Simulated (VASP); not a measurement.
# Cu (P1) in VASP: further runs

Runs on Cu. Level: LDA. Tasks: single point.

All numbers are computed with VASP 6.6.1; they aren't measurements. Logs are shortened: lines on timing, memory, paths and dates and some standing lists are left out, and cuts for length are marked.

## (1) The cell of the first run

The typed cell holds 4 atoms: a = 2.531 Å, b = 2.531 Å, c = 8.262 Å, α = 90.00°, β = 90.00°, γ = 120.00°.

## (2) Single point, LDA

File INCAR:

```
PREC = Accurate
ENCUT = 820
EDIFF = 1E-6
ISMEAR = -1
SIGMA = 0.1
LREAL = F
LASPH = T
NELM = 120
ALGO = Normal
ISIF = 2
LWAVE = F
LCHARG = F
NBANDS = 46
GGA_COMPAT = F
```

File KPOINTS:

```
Automatic mesh
0
Gamma
  7 7 2
```

File POSCAR:

```
Cu
1.0
    2.5307600000      0.0000000000      0.0000000000
   -1.2653800000      2.1917100000      0.0000000000
    0.0000000000      0.0000000000      8.2618200000
Cu
4
Direct
    0.9925800000      0.9985900000      0.9998000000
    0.3255805529      0.6569400000      0.2506100000
    0.0082400000      0.0061200000      0.5010500000
    0.6724400000      0.3369600000      0.7519600000
```

Potentials or basis: VASP PAW LDA potentials, release 64 (Cu_sv_GW).

Launch:

```bash
$ cat potpaw_LDA.64/Cu_sv_GW/POTCAR > POTCAR
$ mpirun -np 1 vasp_std > vasp.out
```

OUTCAR:

```text
PREC = Accurate
   ENCUT = 820
   EDIFF = 1E-6
   ISMEAR = -1
   LREAL = F
   LASPH = T
   NELM = 120
   ISIF = 2

 ion  position               nearest neighbor table
   1  0.993  0.999  1.000-   4 2.51   4 2.51   2 2.53   4 2.53   2 2.54   2 2.55
   2  0.326  0.657  0.251-   3 2.51   1 2.53   3 2.53   1 2.54   1 2.55   3 2.55
   3  0.008  0.006  0.501-   2 2.51   4 2.53   2 2.53   4 2.54   4 2.54   2 2.55
   4  0.672  0.337  0.752-   1 2.51   1 2.51   1 2.53   3 2.53   3 2.54   3 2.54

  LATTYP: Found a hexagonal cell.
 ALAT       =     2.5307600000
 C/A-ratio  =     3.2645608434

  Lattice vectors:

 A1 = (   2.5307600000,   0.0000000000,   0.0000000000)
 A2 = (  -1.2653800000,   2.1917100000,   0.0000000000)
 A3 = (   0.0000000000,   0.0000000000,   8.2618200000)

Analysis of symmetry for initial positions (statically):
=====================================================================
 Subroutine PRICEL returns:
 Original cell was already a primitive cell.

 Routine SETGRP: Setting up the symmetry group for a
 hexagonal supercell.

 Subroutine GETGRP returns: Found  1 space group operations
 (whereof  1 operations were pure point group operations)
 out of a pool of 24 trial point group operations.

The static configuration has the point symmetry C_1 .

Analysis of symmetry for dynamics (positions and initial velocities):
=====================================================================
 Subroutine PRICEL returns:
 Original cell was already a primitive cell.

 Routine SETGRP: Setting up the symmetry group for a
 hexagonal supercell.

 Subroutine GETGRP returns: Found  1 space group operations
 (whereof  1 operations were pure point group operations)
 out of a pool of 24 trial point group operations.

The dynamic configuration has the point symmetry C_1 .

 Subroutine INISYM returns: Found  1 space group operations
 (whereof  1 operations are pure point group operations),
 and found     1 'primitive' translations

----------------------------------------------------------------------------------------

                                     Primitive cell

  volume of cell :      45.8258

  direct lattice vectors                    reciprocal lattice vectors
     2.530760000  0.000000000  0.000000000     0.395138219  0.228132372  0.000000000
    -1.265380000  2.191710000  0.000000000     0.000000000  0.456264743  0.000000000
     0.000000000  0.000000000  8.261820000     0.000000000  0.000000000  0.121038706

  length of vectors
     2.530760000  2.530766538  8.261820000     0.456265922  0.456264743  0.121038706

  position of ions in fractional coordinates (direct lattice)
     0.992580000  0.998590000  0.999800000
     0.325580553  0.656940000  0.250610000
     0.008240000  0.006120000  0.501050000
     0.672440000  0.336960000  0.751960000

  ion indices of the primitive-cell ions
   primitive index   ion index
                 1           1
                 2           2
                 3           3
                 4           4

----------------------------------------------------------------------------------------

 KPOINTS: Automatic mesh

Automatic generation of k-mesh.
 Grid dimensions read from file:
 generate k-points for:    7    7    2

 Generating k-lattice:

  Cartesian coordinates                     Fractional coordinates (reciprocal lattice)
     0.056448317  0.032590339  0.000000000     0.142857143 -0.000000000  0.000000000
     0.000000000  0.065180678  0.000000000     0.000000000  0.142857143  0.000000000
     0.000000000  0.000000000  0.060519353     0.000000000  0.000000000  0.500000000

  Length of vectors
     0.065180846  0.065180678  0.060519353

  Shift w.r.t. Gamma in fractional coordinates (k-lattice)
     0.000000000  0.000000000  0.000000000

 Subroutine IBZKPT returns following result:
 ===========================================

 Found     50 irreducible k-points:

 Following reciprocal coordinates:
            Coordinates               Weight
  0.000000  0.000000  0.000000      1.000000
  0.142857  0.000000  0.000000      2.000000
  0.000000  0.142857  0.000000      2.000000
 -0.142857  0.142857  0.000000      2.000000
  0.285714  0.000000  0.000000      2.000000
  0.000000  0.285714  0.000000      2.000000
[... 16 lines left out ...]
  0.285714  0.285714  0.000000      2.000000
 -0.285714 -0.428571  0.000000      2.000000
 [... further k-points ...]
   k-points           NKPTS =     50   k-points in BZ     NKDIM =     50   number of bands    NBANDS=     46
   number of dos      NEDOS =    301   number of ions     NIONS =      4
   total plane-waves  NPLWV =  46080
   dimension x,y,z NGX =    24 NGY =   24 NGZ =   80
   dimension x,y,z NGXF=    48 NGYF=   48 NGZF=  160
   ions per type =               4
   NGX,Y,Z   is equivalent  to a cutoff of  15.77, 15.77, 16.10 a.u.
   NGXF,Y,Z  is equivalent  to a cutoff of  31.53, 31.53, 32.20 a.u.
 SYSTEM =  unknown system
   PREC   = accura    normal or accurate (medium, high low for compatibility)
   ISTART =      0    job   : 0-new  1-cont  2-samecut
   ICHARG =      2    charge: 1-file 2-atom 10-const
   ISPIN  =      1    spin polarized calculation?
   LNONCOLLINEAR =      F non collinear calculations
   LSORBIT =      F    spin-orbit coupling
   LASPH  =      T    aspherical Exc in radial PAW
   ENCUT  =  820.0 eV  60.27 Ry    7.76 a.u.   5.91  5.91 19.29*2*pi/ulx,y,z
   NELM   =    120;   NELMIN=  2; NELMDL= -5     # of ELM steps
   EDIFF  = 0.1E-05   stopping-criterion for ELM
   LREAL  =      F    real-space projection
   EDIFFG = 0.1E-04   stopping-criterion for IOM
   NSW    =      0    number of steps for IOM
   IBRION =     -1    ionic relax: 0-MD 1-quasi-New 2-CG
   NFREE  =      0    steps in history (QN), initial steepest desc. (CG)
   ISIF   =      2    stress and relaxation
   ISYM   =      2    0-nonsym 1-usesym 2-fastsym
   POTIM  = 0.5000    time-step for ionic-motion
   TEBEG  =    0.0;   TEEND  =   0.0 temperature during run
   PSTRESS=    0.0 pullay stress
   NELECT =      76.0000    total number of electrons
   NUPDOWN=      -1.0000    fix difference up-down
   EMIN   =  10.00;   EMAX   =-10.00  energy-range for DOS
   EFERMI =   0.00;   METHOD = LEGACY
   ISMEAR =    -1;   SIGMA  =   0.10  broadening in eV -4-tet -1-fermi 0-gaus
   EFERMI_NEDOS =   21; number of points for ismear=-14 and -15
   IALGO  =     38    algorithm
   IMIX   =      4    mixing-type and parameters
     AMIX     =   0.40;   BMIX     =  1.00
     AMIX_MAG =   1.60;   BMIX_MAG =  1.00
  volume/ion in A,a.u.               =      11.46        77.31
  Fermi-wavevector in a.u.,A,eV,Ry     =   1.937802  3.661915 51.090927  3.755077
  Thomas-Fermi vector in A             =   2.968306
   LORBIT       =      0    0 simple, 1 ext, 2 COOP (PROOUT), +10 PAW based schemes
   GGA     = CA    functional components
   LHFCALC =     F    Hartree Fock is set to
   AEXX    =    0.0000 exact exchange contribution
   IVDW    =     0    specifies the selected vdW correction
   LEPSILON=     F    determine dielectric tensor
   LRPA    =     F    only Hartree local field effects (RPA)
 non-spin polarized calculation
  energy-cutoff  :      820.00
  volume of cell :       45.83
 maximum number of plane-waves:      2466
   NGX = 11   NGY = 11   NGZ = 39

 number of electron      76.0000010 magnetization

 Free energy of the ion-electron system (eV)
  ---------------------------------------------------
  ext. energy  EPLUGINS =         0.00000000
  ---------------------------------------------------
  free energy    TOTEN  =       -19.45229970 eV

  energy without entropy =      -19.42076951  energy(sigma->0) =      -19.43653460

 E-fermi :   7.5262     XC(G=0): -14.0202

 val. band max:        7.5252745650   @ k =  -0.4286   0.4286   0.0000
 cond. band min:       7.5539308579   @ k =   0.4286  -0.0000   0.0000
 fundamental gap:      0.0286562929
 Fermi energy:         7.5261613668

 k-point     1 :       0.0000    0.0000    0.0000
  band No.  band energies     occupation
      1    -104.0184      2.00000
      2    -104.0062      2.00000
      3    -103.9994      2.00000
      4    -103.9865      2.00000
      5     -62.0391      2.00000
      6     -61.9775      2.00000
[... 38 lines left out ...]
     45      29.7368      0.00000
     46      29.9615      0.00000

 k-point     2 :       0.1429    0.0000    0.0000
  band No.  band energies     occupation
      1    -104.0158      2.00000
      2    -104.0039      2.00000
      3    -103.9974      2.00000
      4    -103.9846      2.00000
      5     -62.0313      2.00000
      6     -61.9785      2.00000
[... 38 lines left out ...]
     45      25.1299      0.00000
     46      25.2265      0.00000

 k-point     3 :       0.0000    0.1429    0.0000
  band No.  band energies     occupation
      1    -104.0158      2.00000
      2    -104.0039      2.00000
      3    -103.9974      2.00000
      4    -103.9846      2.00000
      5     -62.0310      2.00000
      6     -61.9789      2.00000
[... 38 lines left out ...]
     45      25.1403      0.00000
     46      25.1927      0.00000

 k-point     4 :      -0.1429    0.1429    0.0000
  band No.  band energies     occupation
      1    -104.0158      2.00000
      2    -104.0039      2.00000
      3    -103.9974      2.00000
      4    -103.9846      2.00000
      5     -62.0312      2.00000
      6     -61.9787      2.00000
[... 920 lines left out ...]
     45      17.0080      0.00000
     46      18.1819      0.00000

 k-point    23 :       0.2857    0.2857    0.0000
  band No.  band energies     occupation
      1    -104.0037      2.00000
      2    -103.9926      2.00000
      3    -103.9887      2.00000
      4    -103.9760      2.00000
      5     -62.0124      2.00000
      6     -62.0019      2.00000
[... 38 lines left out ...]
     45      15.4785      0.00000
     46      16.9477      0.00000

 k-point    24 :      -0.2857   -0.4286    0.0000
  band No.  band energies     occupation
      1    -104.0037      2.00000
      2    -103.9926      2.00000
      3    -103.9886      2.00000
      4    -103.9760      2.00000
      5     -62.0135      2.00000
      6     -62.0032      2.00000
[... 38 lines left out ...]
     45      15.4722      0.00000
     46      16.9637      0.00000

 [... further k-points ...]

------------------------ aborting loop because EDIFF is reached ----------------------------------------

  FORCE on cell =-STRESS in cart. coord.  units (eV):
  Direction    XX          YY          ZZ          XY          YZ          ZX
  --------------------------------------------------------------------------------------
  -------------------------------------------------------------------------------------
  Total       -2.9532536     -2.8212134     -2.8552745     -0.0433794     -0.0012466      0.0059731
  in kB     -103.2527306    -98.6362919    -99.8271486     -1.5166472     -0.0435840      0.2088350
  external PRESSURE =    -100.5720570 kB  Pullay stress =       0.0000000 kB

 VOLUME and BASIS-vectors are now :
 -----------------------------------------------------------------------------
  energy-cutoff  :      820.00
  volume of cell :       45.83
      direct lattice vectors                 reciprocal lattice vectors
     2.530760000  0.000000000  0.000000000     0.395138219  0.228132372  0.000000000
    -1.265380000  2.191710000  0.000000000     0.000000000  0.456264743  0.000000000
     0.000000000  0.000000000  8.261820000     0.000000000  0.000000000  0.121038706

 POSITION                                       TOTAL-FORCE (eV/Angst)
 -----------------------------------------------------------------------------------
      1.24839      2.18862      8.26017         0.027065     -0.006859      0.091256
     -0.00731      1.43982      2.07049         0.005269      0.039028     -0.005330
      0.01311      0.01341      4.13958        -0.014686     -0.030821      0.007902
      1.27540      0.73852      6.21256        -0.017647     -0.001348     -0.093828
 -----------------------------------------------------------------------------------
    total drift:                               -0.000454     -0.001551     -0.003140

  FREE ENERGIE OF THE ION-ELECTRON SYSTEM (eV)
  ---------------------------------------------------
  free  energy   TOTEN  =       -19.4522996998 eV

  energy  without entropy=      -19.4207695087  energy(sigma->0) =      -19.43653460
```

Run time: 3.1 min. Hardware: 1 thread of Intel Xeon Platinum 8488C (Sapphire Rapids), shared host; peak memory 0.29 GiB.

Results:

```yaml
Free_energy: -19.4523 eV
Pressure: -10.1 GPa
Largest_force: 0.095 eV/Å
Band_gap_on_the_k_mesh: zero (bands 38 and 39 overlap by 4.26 eV)
```

Forces on the atoms (eV/Å):
```
Cu   0.027 -0.007  0.091
Cu   0.005  0.039 -0.005
Cu  -0.015 -0.031  0.008
Cu  -0.018 -0.001 -0.094
```

Stress tensor (GPa, compression positive):
```
-10.33  -0.15   0.02
 -0.15  -9.86   0.00
  0.02   0.00  -9.98
```

Caveat: the k points lie up to 0.41 Å⁻¹ apart, too coarse for converged energies and pressures of a metal.

## (3) Single point, LDA

This run uses another cell than the first one, of 11.51 Å³/atom.

File INCAR:

```
ALGO = Normal
EDIFF = 1E-6
ENCUT = 820
GGA_COMPAT = False
ISIF = 2
ISMEAR = -1
LASPH = True
LCHARG = False
LREAL = False
LWAVE = False
NBANDS = 46
NELM = 120
PREC = Accurate
SIGMA = 0.1
```

File KPOINTS:

```
k-points
0
Gamma
  7 7 2
```

File POSCAR:

```
Cu
1.0
    2.5349709229      0.0000000000      0.0000000000
   -1.2674854615      2.1953567788      0.0000000000
    0.0000000000      0.0000000000      8.2755668140
Cu
4
Direct
    0.9925800000      0.9985900000      0.9998000000
    0.3240000000      0.6569400000      0.2506100000
    0.0082400000      0.0061200000      0.5010500000
    0.6724400000      0.3369600000      0.7519600000
```

Potentials or basis: VASP PAW LDA potentials, release 64 (Cu_sv_GW).

Launch:

```bash
$ cat potpaw_LDA.64/Cu_sv_GW/POTCAR > POTCAR
$ mpirun -np 1 vasp_std > vasp.out
```

OUTCAR:

```text
EDIFF = 1E-6
   ENCUT = 820
   ISIF = 2
   ISMEAR = -1
   LASPH = True
   LREAL = False
   NELM = 120
   PREC = Accurate

 ion  position               nearest neighbor table
   1  0.993  0.999  1.000-   4 2.51   4 2.51   2 2.53   4 2.54   2 2.54   2 2.55
   2  0.324  0.657  0.251-   3 2.52   1 2.53   3 2.54   1 2.54   1 2.55   3 2.56
   3  0.008  0.006  0.501-   2 2.52   2 2.54   4 2.54   4 2.54   4 2.54   2 2.56
   4  0.672  0.337  0.752-   1 2.51   1 2.51   1 2.54   3 2.54   3 2.54   3 2.54

  LATTYP: Found a hexagonal cell.
 ALAT       =     2.5349709229
 C/A-ratio  =     3.2645608434

  Lattice vectors:

 A1 = (   2.5349709229,   0.0000000000,   0.0000000000)
 A2 = (  -1.2674854615,   2.1953567788,   0.0000000000)
 A3 = (   0.0000000000,   0.0000000000,   8.2755668140)

Analysis of symmetry for initial positions (statically):
=====================================================================
 Subroutine PRICEL returns:
 Original cell was already a primitive cell.

 Routine SETGRP: Setting up the symmetry group for a
 hexagonal supercell.

 Subroutine GETGRP returns: Found  1 space group operations
 (whereof  1 operations were pure point group operations)
 out of a pool of 24 trial point group operations.

The static configuration has the point symmetry C_1 .

Analysis of symmetry for dynamics (positions and initial velocities):
=====================================================================
 Subroutine PRICEL returns:
 Original cell was already a primitive cell.

 Routine SETGRP: Setting up the symmetry group for a
 hexagonal supercell.

 Subroutine GETGRP returns: Found  1 space group operations
 (whereof  1 operations were pure point group operations)
 out of a pool of 24 trial point group operations.

The dynamic configuration has the point symmetry C_1 .

[... 117 lines left out ...]
   ISMEAR =    -1;   SIGMA  =   0.10  broadening in eV -4-tet -1-fermi 0-gaus
   EFERMI_NEDOS =   21; number of points for ismear=-14 and -15
   IALGO  =     38    algorithm
   IMIX   =      4    mixing-type and parameters
     AMIX     =   0.40;   BMIX     =  1.00
     AMIX_MAG =   1.60;   BMIX_MAG =  1.00
  volume/ion in A,a.u.               =      11.51        77.70
  Fermi-wavevector in a.u.,A,eV,Ry     =   1.934583  3.655832 50.921330  3.742612
  Thomas-Fermi vector in A             =   2.965839
   LORBIT       =      0    0 simple, 1 ext, 2 COOP (PROOUT), +10 PAW based schemes
   GGA     = CA    functional components
   LHFCALC =     F    Hartree Fock is set to
   AEXX    =    0.0000 exact exchange contribution
   IVDW    =     0    specifies the selected vdW correction
   LEPSILON=     F    determine dielectric tensor
   LRPA    =     F    only Hartree local field effects (RPA)
 non-spin polarized calculation
  energy-cutoff  :      820.00
  volume of cell :       46.05
 maximum number of plane-waves:      2486
   NGX = 11   NGY = 11   NGZ = 39

 number of electron      76.0000009 magnetization

 Free energy of the ion-electron system (eV)
  ---------------------------------------------------
  ext. energy  EPLUGINS =         0.00000000
  ---------------------------------------------------
  free energy    TOTEN  =       -19.44045846 eV

  energy without entropy =      -19.40864746  energy(sigma->0) =      -19.42455296

 E-fermi :   7.4631     XC(G=0): -13.9873

 val. band max:        7.4606094887   @ k =  -0.4286   0.4286   0.0000
 cond. band min:       7.4944179904   @ k =   0.4286   0.0000   0.0000
 fundamental gap:      0.0338085017
 Fermi energy:         7.4631187837

 k-point     1 :       0.0000    0.0000    0.0000
  band No.  band energies     occupation
      1    -104.0692      2.00000
      2    -104.0570      2.00000
      3    -104.0502      2.00000
      4    -104.0372      2.00000
      5     -62.0885      2.00000
      6     -62.0283      2.00000
[... 1165 lines left out ...]
     45      15.3702      0.00000
     46      16.9035      0.00000

 [... further k-points ...]

------------------------ aborting loop because EDIFF is reached ----------------------------------------

  FORCE on cell =-STRESS in cart. coord.  units (eV):
  Direction    XX          YY          ZZ          XY          YZ          ZX
  --------------------------------------------------------------------------------------
  -------------------------------------------------------------------------------------
  Total       -3.1335920     -3.0035655     -3.0352438     -0.0513640     -0.0008002      0.0062959
  in kB     -109.0127231   -104.4893086   -105.5913456     -1.7868729     -0.0278370      0.2190231
  external PRESSURE =    -106.3644591 kB  Pullay stress =       0.0000000 kB

 VOLUME and BASIS-vectors are now :
 -----------------------------------------------------------------------------
  energy-cutoff  :      820.00
  volume of cell :       46.05
      direct lattice vectors                 reciprocal lattice vectors
     2.534970923  0.000000000  0.000000000     0.394481842  0.227753413  0.000000000
    -1.267485461  2.195356779  0.000000000     0.000000000  0.455506827  0.000000000
     0.000000000  0.000000000  8.275566814     0.000000000  0.000000000  0.120837644

 POSITION                                       TOTAL-FORCE (eV/Angst)
 -----------------------------------------------------------------------------------
      1.25046      2.19226      8.27391         0.023759     -0.006634      0.092105
     -0.01133      1.44222      2.07394         0.010139      0.037873     -0.004635
      0.01313      0.01344      4.14647        -0.016753     -0.029813      0.006179
      1.27752      0.73975      6.22290        -0.017144     -0.001425     -0.093649
 -----------------------------------------------------------------------------------
    total drift:                               -0.000712     -0.000968     -0.000584

  FREE ENERGIE OF THE ION-ELECTRON SYSTEM (eV)
  ---------------------------------------------------
  free  energy   TOTEN  =       -19.4404584618 eV

  energy  without entropy=      -19.4086474583  energy(sigma->0) =      -19.42455296
```

Wall time 3.8 min (1 thread of AMD EPYC 7R13 (Zen 3), shared host); peak memory 0.26 GiB.

Results:

```yaml
Free_energy: -19.4405 eV
Pressure: -10.6 GPa
Largest_force: 0.095 eV/Å
Band_gap_on_the_k_mesh: zero (bands 38 and 39 overlap by 4.24 eV)
```

Forces on the atoms (eV/Å):
```
Cu   0.024 -0.007  0.092
Cu   0.010  0.038 -0.005
Cu  -0.017 -0.030  0.006
Cu  -0.017 -0.001 -0.094
```

Caveat: the k points lie up to 0.41 Å⁻¹ apart, too coarse for converged energies and pressures of a metal.

(Part 1 of 2 ends here.)

The gap in the log of VASP goes by the Fermi energy; the results here count the filled bands.